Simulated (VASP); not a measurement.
A run of VASP 6.6.1 is set up as follows.

INCAR

```
SYSTEM = PbS
PREC     = Accurate       ! precision mode
ENCUT    = 500            ! plane-wave cutoff, eV
EDIFF    = 1E-6           ! SCF threshold, eV
ISMEAR   = 0              ! smearing method
SIGMA    = 0.02           ! smearing width, eV
LREAL    = .FALSE.        ! projectors in reciprocal space
LASPH    = .TRUE.         ! aspherical terms in the spheres
NELM     = 120            ! most SCF steps
ALGO     = Normal         ! electronic algorithm
ISIF     = 2              ! what is computed and relaxed
LWAVE    = .FALSE.        ! write WAVECAR
LCHARG   = .TRUE.         ! write CHGCAR
GGA      = PS             ! functional
LELF     = .TRUE.         ! ELF
LVHAR    = .TRUE.       
NBANDS   = 17             ! bands
GGA_COMPAT= .FALSE.
```

File KPOINTS:

```
regular mesh
0
G
  4 4 4
  0 0 0
```

POSCAR

```
PbS
1.0
    0.0000000000      2.9516717171      2.9516717171
    2.9516717171      0.0000000000      2.9516717171
    2.9516717171      2.9516717171      0.0000000000
Pb S
1 1
Direct
    0.5000000000      0.5000000000      0.5000000000
    0.0000000000      0.0000000000      0.0000000000
```

Potentials or basis: VASP PAW PBE potentials, release 64 (Pb_d, S).

Run with:

```console
$ cat potpaw_PBE.64/Pb_d/POTCAR potpaw_PBE.64/S/POTCAR > POTCAR
$ mpirun -np 1 vasp_std > vasp.out
```

**Question.** Estimate the pressure.

**Answer.** 0.0 GPa.

**Question.** Estimate the band gap on the k mesh.

**Answer.** 0.20 eV, direct.

Caveat: the k points lie up to 0.46 Å⁻¹ apart; the PAW data sets were made with another functional, which shifts forces and pressure a little; spin-orbit coupling is left out, which moves the levels of the heavy elements. A k mesh can miss the band edges.
